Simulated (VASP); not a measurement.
# NaH: single point with r2SCAN

Crystal: NaH.

```
Na H
1.0
     0.00000    2.44439    2.44439
     2.44439    0.00000    2.44439
     2.44439    2.44439    0.00000
Na H
1 1
Direct
  0.00000 0.00000 0.00000
  0.50000 0.50000 0.50000
```

```yaml
Program: VASP 6.6.1
Task: single point
Functional: r2SCAN
Potentials_or_basis: VASP PAW PBE potentials, release 64 (Na_pv, H)
Cutoff: 520 eV
k_mesh: 10 × 10 × 10
Occupations: fermi-dirac, width 0.02 eV
Spin: no spin polarisation
Dipole_correction: no
Further_INCAR_settings: ALGO = Normal; EDIFF = 1e-07; NBANDS = 11
```

| Property | Result |
| --- | --- |
| Pressure | -1.4 GPa |
| Band gap on the k mesh | 4.32 eV, indirect (least direct gap 5.12 eV) |

Levels at points of the mesh, in eV from the valence-band top:
```csv
k point,band 1,band 2,band 3,band 4,band 5,band 6,band 7,band 8
"(0.00, 0.00, 0.00)",-22.95,-22.95,-22.95,-3.44,11.14,16.10,16.10,16.10
"(0.50, 0.00, 0.00)",-23.03,-22.96,-22.96,-0.80,4.32,11.45,13.71,13.71
"(0.50, 0.50, 0.00)",-23.02,-22.98,-22.98,-0.14,5.13,10.59,11.18,11.18
```

Run time: 2.2 min on 1 thread of Intel Xeon 8259CL (shared host), peak memory 0.16 GiB.

Caveat: the PAW data sets were made with another functional, which shifts forces and pressure a little. r2SCAN opens gaps a little over a GGA but as a rule still falls short of measured ones.
